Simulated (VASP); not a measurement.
# FeNi2 (Fd-3m) in VASP: a series of runs, part 2 of 2

VASP 6.6.1. Earlier steps stand in the parts before.

## 3. Single point, PBE, collinear spin, ferromagnetic start

This run uses another cell than the first one, of 12.18 Å³/atom.

Input file INCAR:

```
SYSTEM = FeNi2
ALGO = Normal
EDIFF = 1E-6
ENCUT = 520
GGA = PE
ISIF = 2
ISMEAR = -1
ISPIN = 2
LASPH = .TRUE.
LCHARG = .FALSE.
LMAXMIX = 4
LORBIT = 11
LREAL = .FALSE.
LWAVE = .FALSE.
MAGMOM = 1 1 1 1 3 3
NBANDS = 41
NELM = 150
PREC = Accurate
SIGMA = 0.05
```

Input file KPOINTS:

```
k-points
0
G
  7 7 7
  0 0 0
```

Input file POSCAR:

```
FeNi2
1.0
    0.0000000000      3.3181770871      3.3181770871
    3.3181770871      0.0000000000      3.3181770871
    3.3181770871      3.3181770871      0.0000000000
Ni Fe
4 2
Direct
    0.6250000000      0.6250000000      0.6250000000
    0.1250000000      0.6250000000      0.6250000000
    0.6250000000      0.1250000000      0.6250000000
    0.6250000000      0.6250000000      0.1250000000
    0.0000000000      0.0000000000      0.0000000000
    0.2500000000      0.2500000000      0.2500000000
```

Potentials or basis: VASP PAW PBE potentials, release 64 (Ni, Fe).

Started as:

```bash
$ cat potpaw_PBE.64/Ni/POTCAR potpaw_PBE.64/Fe/POTCAR > POTCAR
$ mpirun -np 1 vasp_std > vasp.out
```

OUTCAR:

```text
SYSTEM = FeNi2
   EDIFF = 1E-6
   ENCUT = 520
   GGA = PE
   ISIF = 2
   ISMEAR = -1
   ISPIN = 2
   LASPH = .TRUE.
   LORBIT = 11
   LREAL = .FALSE.
   NELM = 150
   PREC = Accurate

 ion  position               nearest neighbor table
   1  0.625  0.625  0.625-   2 2.35   3 2.35   4 2.35   4 2.35   3 2.35   2 2.35   6 2.75   5 2.75
                             6 2.75   5 2.75   6 2.75   5 2.75
   2  0.125  0.625  0.625-   1 2.35   4 2.35   3 2.35   1 2.35   3 2.35   4 2.35   5 2.75   6 2.75
                             5 2.75   5 2.75   6 2.75   6 2.75
   3  0.625  0.125  0.625-   1 2.35   4 2.35   1 2.35   2 2.35   4 2.35   2 2.35   5 2.75   6 2.75
                             5 2.75   6 2.75   6 2.75   5 2.75
   4  0.625  0.625  0.125-   1 2.35   1 2.35   2 2.35   3 2.35   3 2.35   2 2.35   6 2.75   5 2.75
                             6 2.75   5 2.75   6 2.75   5 2.75
   5  0.000  0.000  0.000-   1 2.75   3 2.75   4 2.75   1 2.75   2 2.75   4 2.75   1 2.75   2 2.75
                             3 2.75   2 2.75   3 2.75   4 2.75   6 2.87   6 2.87   6 2.87   6 2.87
   6  0.250  0.250  0.250-   2 2.75   3 2.75   4 2.75   1 2.75   2 2.75   3 2.75   1 2.75   2 2.75
                             4 2.75   1 2.75   3 2.75   4 2.75   5 2.87   5 2.87   5 2.87   5 2.87

  LATTYP: Found a face centered cubic cell.
 ALAT       =     6.6363541742

  Lattice vectors:

 A1 = (   0.0000000000,   3.3181770871,   3.3181770871)
 A2 = (   3.3181770871,   0.0000000000,   3.3181770871)
 A3 = (   3.3181770871,   3.3181770871,   0.0000000000)

Analysis of symmetry for initial positions (statically):
=====================================================================
 Subroutine PRICEL returns:
 Original cell was already a primitive cell.

 Routine SETGRP: Setting up the symmetry group for a
 face centered cubic supercell.

 Subroutine GETGRP returns: Found 48 space group operations
 (whereof 24 operations were pure point group operations)
 out of a pool of 48 trial point group operations.

The static configuration has the point symmetry T_d .
 The point group associated with its full space group is O_h .

Analysis of symmetry for dynamics (positions and initial velocities):
=====================================================================
 Subroutine PRICEL returns:
 Original cell was already a primitive cell.

 Routine SETGRP: Setting up the symmetry group for a
 face centered cubic supercell.

 Subroutine GETGRP returns: Found 48 space group operations
 (whereof 24 operations were pure point group operations)
 out of a pool of 48 trial point group operations.

The dynamic configuration has the point symmetry T_d .
 The point group associated with its full space group is O_h .

Analysis of structural, dynamic, and magnetic symmetry:
=====================================================================
 Subroutine PRICEL returns:
 Original cell was already a primitive cell.

 Routine SETGRP: Setting up the symmetry group for a
 face centered cubic supercell.

 Subroutine GETGRP returns: Found 48 space group operations
 (whereof 24 operations were pure point group operations)
 out of a pool of 48 trial point group operations.

The overall configuration has the point symmetry T_d .
 The point group associated with its full space group is O_h .

 Subroutine INISYM returns: Found 48 space group operations
 (whereof 24 operations are pure point group operations),
 and found     1 'primitive' translations

[... 106 lines left out ...]
   TEBEG  =    0.0;   TEEND  =   0.0 temperature during run
   PSTRESS=    0.0 pullay stress
   NELECT =      56.0000    total number of electrons
   NUPDOWN=      -1.0000    fix difference up-down
   EMIN   =  10.00;   EMAX   =-10.00  energy-range for DOS
   EFERMI =   0.00;   METHOD = LEGACY
   ISMEAR =    -1;   SIGMA  =   0.05  broadening in eV -4-tet -1-fermi 0-gaus
   EFERMI_NEDOS =   21; number of points for ismear=-14 and -15
   IALGO  =     38    algorithm
   IMIX   =      4    mixing-type and parameters
     AMIX     =   0.40;   BMIX     =  1.00
     AMIX_MAG =   1.60;   BMIX_MAG =  1.00
  volume/ion in A,a.u.               =      12.18        82.18
  Fermi-wavevector in a.u.,A,eV,Ry     =   1.498171  2.831132 30.538484  2.244515
  Thomas-Fermi vector in A             =   2.609964
   LORBIT       =     11    0 simple, 1 ext, 2 COOP (PROOUT), +10 PAW based schemes
   GGA     = PE    functional components
   LHFCALC =     F    Hartree Fock is set to
   AEXX    =    0.0000 exact exchange contribution
   IVDW    =     0    specifies the selected vdW correction
   LEPSILON=     F    determine dielectric tensor
   LRPA    =     F    only Hartree local field effects (RPA)
 spin polarized calculation
  energy-cutoff  :      520.00
  volume of cell :       73.07
 maximum number of plane-waves:      1992
   NGX = 17   NGY = 17   NGZ = 17

 number of electron      56.0000000 magnetization      10.0000000

 number of electron      56.0000041 magnetization       7.9694013

 Free energy of the ion-electron system (eV)
  ---------------------------------------------------
  ext. energy  EPLUGINS =         0.00000000
  ---------------------------------------------------
  free energy    TOTEN  =       -37.69557611 eV

  energy without entropy =      -37.63390705  energy(sigma->0) =      -37.66474158

 E-fermi :   7.3256     XC(G=0): -12.6122

 val. band max:        7.3193961345   @ k =  -0.2857   0.1429   0.0000
 cond. band min:       7.3289546436   @ k =   0.4286   0.2857   0.1429
 fundamental gap:      0.0095585091
 Fermi energy:         7.3256400075

 spin component 1

 k-point     1 :       0.0000    0.0000    0.0000
  band No.  band energies     occupation
      1      -1.2629      1.00000
      2       2.2347      1.00000
      3       2.9405      1.00000
      4       2.9405      1.00000
      5       2.9405      1.00000
      6       3.7187      1.00000
[... 849 lines left out ...]
     39      17.2945      0.00000
     40      17.4137      0.00000
 Fermi energy:         7.3256400075

 spin component 2

 k-point     1 :       0.0000    0.0000    0.0000
  band No.  band energies     occupation
      1      -1.2631      1.00000
      2       2.6148      1.00000
      3       3.6316      1.00000
      4       3.6316      1.00000
      5       3.6316      1.00000
      6       4.2110      1.00000
[... 849 lines left out ...]
     39      17.6760      0.00000
     40      17.7933      0.00000
 [bands above 40 left out]

------------------------ aborting loop because EDIFF is reached ----------------------------------------

  FORCE on cell =-STRESS in cart. coord.  units (eV):
  Direction    XX          YY          ZZ          XY          YZ          ZX
  --------------------------------------------------------------------------------------
  -------------------------------------------------------------------------------------
  Total       -2.8840129     -2.8840129     -2.8840129      0.0000000      0.0000000      0.0000000
  in kB      -63.2381423    -63.2381423    -63.2381423      0.0000000      0.0000000      0.0000000
  external PRESSURE =     -63.2381423 kB  Pullay stress =       0.0000000 kB

 VOLUME and BASIS-vectors are now :
 -----------------------------------------------------------------------------
  energy-cutoff  :      520.00
  volume of cell :       73.07
      direct lattice vectors                 reciprocal lattice vectors
     0.000000000  3.318177087  3.318177087    -0.150685146  0.150685146  0.150685146
     3.318177087  0.000000000  3.318177087     0.150685146 -0.150685146  0.150685146
     3.318177087  3.318177087  0.000000000     0.150685146  0.150685146 -0.150685146

 POSITION                                       TOTAL-FORCE (eV/Angst)
 -----------------------------------------------------------------------------------
      4.14772      4.14772      4.14772         0.000000      0.000000     -0.000000
      4.14772      2.48863      2.48863         0.000000      0.000000     -0.000000
      2.48863      4.14772      2.48863         0.000000      0.000000     -0.000000
      2.48863      2.48863      4.14772         0.000000      0.000000     -0.000000
      0.00000      0.00000      0.00000        -0.000000     -0.000000     -0.000000
      1.65909      1.65909      1.65909        -0.000000      0.000000      0.000000
 -----------------------------------------------------------------------------------
    total drift:                                0.000000      0.000000      0.000000

  FREE ENERGIE OF THE ION-ELECTRON SYSTEM (eV)
  ---------------------------------------------------
  free  energy   TOTEN  =       -37.6955761065 eV

  energy  without entropy=      -37.6339070470  energy(sigma->0) =      -37.66474158

 total charge

# of ion       s       p       d       tot
------------------------------------------
    1        0.526   0.514   8.335   9.374
    2        0.526   0.514   8.335   9.374
    3        0.526   0.514   8.335   9.374
    4        0.526   0.514   8.335   9.374
    5        0.370   0.359   6.041   6.771
    6        0.370   0.359   6.041   6.771
--------------------------------------------------
tot          2.845   2.773  45.421  51.038

 magnetization (x)

# of ion       s       p       d       tot
------------------------------------------
    1       -0.018  -0.060   0.612   0.534
    2       -0.018  -0.060   0.612   0.534
    3       -0.018  -0.060   0.612   0.534
    4       -0.018  -0.060   0.612   0.534
    5        0.001  -0.014   2.987   2.975
    6        0.001  -0.014   2.987   2.975
--------------------------------------------------
tot         -0.069  -0.268   8.422   8.085
```

It took 2.6 min on 1 thread of Intel Xeon Platinum 8259CL at 2.50GHz (Skylake/Cascade Lake), shared host; peak memory 0.29 GiB.

Results:

```yaml
Free_energy: -37.6956 eV
Pressure: -6.3 GPa
Band_gap_on_the_k_mesh: zero (filled and empty bands overlap)
Net_moment: 7.97 μB per cell
Site_moments: Ni +0.53; Fe +2.98 μB
Valence_electrons_inside_the_program's_atomic_spheres: Ni 9.37; Fe 6.77
```

Caveat: the cell stands under tension.

## 4. Single point, PBE, collinear spin, ferromagnetic start

This run uses another cell than the first one, of 12.41 Å³/atom.

Input file INCAR:

```
PREC = Accurate
ENCUT = 520
EDIFF = 1E-6
ISMEAR = -1
SIGMA = 0.05
LREAL = False
LASPH = True
NELM = 150
ALGO = Normal
ISIF = 2
LWAVE = False
LCHARG = False
ISPIN = 2
MAGMOM = 1 1 1 1 3 3
LORBIT = 11
LMAXMIX = 4
GGA = PE
NBANDS = 41
```

Input file KPOINTS:

```
regular mesh
0
Gamma
  7 7 7
```

Changes to POSCAR since step 3:

```diff
@@ -2,5 +2,5 @@
 1.0
-    0.0000000000      3.3181770871      3.3181770871
-    3.3181770871      0.0000000000      3.3181770871
-    3.3181770871      3.3181770871      0.0000000000
+    0.0000000000      3.3393125428      3.3393125428
+    3.3393125428      0.0000000000      3.3393125428
+    3.3393125428      3.3393125428      0.0000000000
 Ni Fe
```

Started as:

```bash
$ cat potpaw_PBE.64/Ni/POTCAR potpaw_PBE.64/Fe/POTCAR > POTCAR
$ mpirun -np 1 vasp_std > vasp.out
```

Wall time 2.6 min (1 thread of Intel Xeon Platinum 8259CL at 2.50GHz (Skylake/Cascade Lake), shared host); peak memory 0.28 GiB.

The run converged. Its results:

```yaml
Free_energy: -37.6274 eV
Pressure: -9.0 GPa
Band_gap_on_the_k_mesh: zero (filled and empty bands overlap)
Net_moment: 8.02 μB per cell
Site_moments: Ni +0.54; Fe +3.00 μB
Valence_electrons_inside_the_program's_atomic_spheres: Ni 9.34; Fe 6.75
```

Levels at points of the mesh, in eV from the Fermi level:
Spin up:
| k point | band 29 | band 30 | band 31 | band 32 | band 33 | band 34 | band 35 | band 36 |
| --- | --- | --- | --- | --- | --- | --- | --- | --- |
| (0.00, 0.00, 0.00) | -0.25 | -0.25 | -0.25 | 0.97 | 2.53 | 2.53 | 2.53 | 5.73 |
Spin down:
```tsv
k point	band 20	band 21	band 22	band 23	band 24	band 25	band 26	band 27	band 28	band 29
(0.00, 0.00, 0.00)	-0.72	-0.62	-0.62	-0.62	0.32	0.32	0.32	0.58	0.58	0.58
```

Caveat: the cell stands under tension.

## 5. The runs side by side

```tsv
cell	gap on the mesh (eV)	pressure (GPa)	moment (μB)
a = 4.662 Å, angles 60.0°, 6 atoms	none	-3.5	7.93
a = 4.693 Å, angles 60.0°, 6 atoms	none	-6.3	7.97
a = 4.723 Å, angles 60.0°, 6 atoms	none	-9.0	8.02
```

Alike in all rows: task single point; level PBE; potentials or basis VASP PAW PBE potentials, release 64 (Ni, Fe); spin collinear, ferromagnetic start; k mesh 7 × 7 × 7; cutoff (eV) 520; smearing fermi-dirac 0.05 eV.

Caveats: the cell stands under tension.

Absolute energies hang on the potentials; compare differences alone.
